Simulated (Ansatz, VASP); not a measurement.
Given: the input of a run of VASP 6.6.1 on AlFe.

Contents of INCAR:

```
PREC = Accurate
ENCUT = 520
EDIFF = 1E-6
ISMEAR = -1
SIGMA = 0.05
LREAL = F
LASPH = T
NELM = 150
ALGO = Fast
ISIF = 2
LWAVE = F
LCHARG = F
ISPIN = 2
MAGMOM = 3 0
LORBIT = 11
LMAXMIX = 4
NBANDS = 16
```

File KPOINTS:

```
Automatic mesh
0
Gamma
  9 9 9
```

File POSCAR:

```
AlFe
1.0
    2.9292720848      0.0000000000      0.0000000000
    0.0000000000      2.9292720848      0.0000000000
    0.0000000000      0.0000000000      2.9292720848
Fe Al
1 1
Direct
    0.5000000000      0.5000000000      0.5000000000
    0.0000000000      0.0000000000      0.0000000000
```

Potentials or basis: VASP PAW LDA potentials, release 64 (Fe, Al).

The run is started by

```sh
$ cat potpaw_LDA.64/Fe/POTCAR potpaw_LDA.64/Al/POTCAR > POTCAR
$ mpirun -np 1 vasp_std > vasp.out
```

Set up the same calculation for Ansatz 0.2.0. Potentials there: all-electron LAPW, scalar-relativistic.

As run (the cutoff follows the program's own potentials):

input.yaml

```yaml
crystal:
  lattice:
    - [2.9292720848, 0.0, 0.0]
    - [0.0, 2.9292720848, 0.0]
    - [0.0, 0.0, 2.9292720848]
  atoms:
    - { symbol: Fe, position: [0.5, 0.5, 0.5], spin: 3.0 }
    - { symbol: Al, position: [0.0, 0.0, 0.0] }
kpoints:
  mp_grid: { grid: [9, 9, 9] }
scf:
  occupations: { method: fermi_dirac, width: 0.05 }
hamiltonian:
  xc: lda
  pseudopotentials: { kind: all_electron, lapw: { basis_error: 0.001 } }
magnetization:
  spin_polarized: true
output:
  forces: true
  stress: true
  eigenvalues: true
```

Potentials or basis: all-electron LAPW, scalar-relativistic.

Launch:

```sh
$ ansatz run input.yaml --threads 2 --pin off --max-ram 6144MiB --backend cpu --events-out ev --progress --plain --runs-dir out
```

Both were run:

|  | VASP | Ansatz | Ansatz less VASP |
| --- | --- | --- | --- |
| gap on the k mesh at the Fermi level (eV) | none | none | - |
| pressure (GPa) | -18.8 | -19.0 | -0.12 |
| net moment per atom (μB) | 0.30 | 0.32 | +0.016 |
| size of the moment on the site where the two differ most (μB) | 0.64 | 0.69 | +0.048 |

LDA's correlation is that of Perdew and Zunger in VASP and of Perdew and Wang (1992) in Ansatz. Site moments also hang on the region over which each program counts them. A gap of «none» marks a metal or a gap that the smearing closes. Ansatz ran all-electron here, and VASP with PAW potentials.
